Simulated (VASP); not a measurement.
A run of VASP 6.6.1 is set up as follows.

The input INCAR:

```
SYSTEM = Nb
AGGAC    = 1.0          
AGGAX    = 1.0          
ALDAC    = 0.0          
ALDAX    = 1.0          
ALGO     = Normal         ! electronic algorithm
EDIFF    = 1E-6           ! SCF threshold, eV
ENCUT    = 520            ! plane-wave cutoff, eV
GGA      = B5             ! functional
ISIF     = 2              ! what is computed and relaxed
ISMEAR   = -1             ! smearing method
LASPH    = .TRUE.         ! aspherical terms in the spheres
LCHARG   = .FALSE.        ! write CHGCAR
LREAL    = .FALSE.        ! projectors in reciprocal space
LWAVE    = .FALSE.        ! write WAVECAR
NBANDS   = 12             ! bands
NELM     = 60             ! most SCF steps
PREC     = Accurate       ! precision mode
SIGMA    = 0.1            ! smearing width, eV
```

The input KPOINTS:

```
k-points
0
G
  12 12 12
  0 0 0
```

Contents of POSCAR:

```
Nb
1.0
    2.7618870342      0.0000000000      0.0000000000
    0.0000000000      2.7618870342      0.0000000000
    0.0000000000      0.0000000000      2.7618870342
Nb
1
Direct
    0.0000000000      0.0000000000      0.0000000000
```

Potentials or basis: VASP PAW PBE potentials, release 64 (Nb_sv).

Command:

```console
$ cat potpaw_PBE.64/Nb_sv/POTCAR > POTCAR
$ mpirun -np 1 vasp_std > vasp.out
```

(1) Predict the pressure.

Results:

(1) 0.0 GPa.

Caveat: the PAW data sets were made with another functional, which shifts forces and pressure a little.
